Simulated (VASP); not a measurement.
Gd3Al, 4 atoms in the cell. The structure is cubic, space group Pm-3m (No. 221). Conventional cell: a = 4.720 Å, b = 4.720 Å, c = 4.720 Å, α = 90.00°, β = 90.00°, γ = 90.00°. Within 4.4 Å of Gd (site symmetry 4/mmm) lie 8 Gd at 3.34 Å and 4 Al at 3.34 Å. Al (site symmetry m-3m) has 12 Gd at 3.34 Å within 4.4 Å. 

```yaml
Program: VASP 6.6.1
Task: single point
Functional: PBEsol
Potentials_or_basis: VASP PAW PBE potentials, release 64 (Gd, Al)
Cutoff: 520 eV
k_mesh: 5 × 5 × 5
Occupations: fermi-dirac, width 0.1 eV
Spin: collinear spin, ferromagnetic start
Starting_moments: "[4.9, 4.9, 4.9, 0.0] μB"
Dipole_correction: no
Further_INCAR_settings: ALGO = Normal; EDIFF = 1e-06; NBANDS = 40
```

Potentials or basis: VASP PAW PBE potentials, release 64 (Gd, Al).

Run with:

```bash
$ cat potpaw_PBE.64/Gd/POTCAR potpaw_PBE.64/Al/POTCAR > POTCAR
$ mpirun -np 1 vasp_std > vasp.out
```

Hardware: 1 thread of Intel Xeon 8259CL, on a shared host.

Question: Estimate the wall time of this run.

Answer: Wall time 14 min on 1 thread of Intel Xeon 8259CL (shared host), peak memory 0.29 GiB. Counts: scf iterations 59, k points 10.
